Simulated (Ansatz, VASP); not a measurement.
**MoS2: VASP beside Ansatz**

```xyz
48
Lattice="6.3200 0.0000 0.0000 0.0000 10.9466 0.0000 -1.5800 -0.9122 12.3000" Properties=species:S:1:pos:R:3 pbc="T T T"
Mo    0.0000    0.0000    0.0000
Mo    3.1600    0.0000    0.0000
Mo    1.5800    2.7366    0.0000
Mo    1.5800    0.9122    6.1500
Mo    4.7400    2.7366    0.0000
Mo    4.7400    0.9122    6.1500
Mo    3.1600    5.4733    0.0000
Mo    3.1600    3.6489    6.1500
Mo    0.0000    5.4733    0.0000
Mo    0.0000    3.6489    6.1500
Mo    4.7400    8.2099    0.0000
Mo    4.7400    6.3855    6.1500
Mo    1.5800    8.2099    0.0000
Mo    1.5800    6.3855    6.1500
Mo    0.0000    9.1221    6.1500
Mo    3.1600    9.1221    6.1500
S     0.0000    0.0000    4.6125
S     3.1600    0.0000    4.6125
S     1.5800    2.7366    4.6125
S     1.5800    0.9122   10.7625
S     4.7400    2.7366    4.6125
S     4.7400    0.9122   10.7625
S     3.1600    5.4733    4.6125
S     3.1600    3.6489   10.7625
S     0.0000    5.4733    4.6125
S     0.0000    3.6489   10.7625
S     4.7400    8.2099    4.6125
S     4.7400    6.3855   10.7625
S     1.5800    8.2099    4.6125
S     1.5800    6.3855   10.7625
S     0.0000    9.1221   10.7625
S     3.1600    9.1221   10.7625
S     0.0000    0.0000    7.6936
S     3.1600    0.0000    7.6936
S     1.5800    2.7366    7.6936
S     3.1600    1.8244    1.5437
S     4.7400    2.7366    7.6936
S     0.0000    1.8244    1.5437
S     3.1600    5.4733    7.6936
S     4.7400    4.5611    1.5437
S     0.0000    5.4733    7.6936
S     1.5800    4.5611    1.5437
S     4.7400    8.2099    7.6936
S     0.0000    7.2977    1.5437
S     1.5800    8.2099    7.6936
S     3.1600    7.2977    1.5437
S     1.5800   10.0343    1.5437
S     4.7400   10.0343    1.5437
```

Alike in both runs: task single point; functional PBE; k mesh 2 × 1 × 1; occupations gaussian, width 0.05 eV; no spin polarisation.

|  | VASP | Ansatz |
| --- | --- | --- |
| version | VASP 6.6.1 | Ansatz 0.2.0 |
| potentials or method | VASP PAW PBE potentials, release 64 (Mo_sv, S), cutoff 520 eV | scalar-relativistic, plane waves, PAW |
| valence electrons in the cell | 416 | 416 |

|  | VASP | Ansatz | Ansatz less VASP |
| --- | --- | --- | --- |
| gap on the k mesh at the Fermi level (eV) | 1.03 | 1.01 | -0.016 |
| rms of the force components (eV/Å) | 0.239 | 0.246 | +0.0073 |

Atom by atom the forces differ by 0.007 eV/Å (rms over components). The functional is the same, so the differences come from potentials, cutoffs and numerics.

The k mesh is coarse, so the values compare programs but aren't converged.
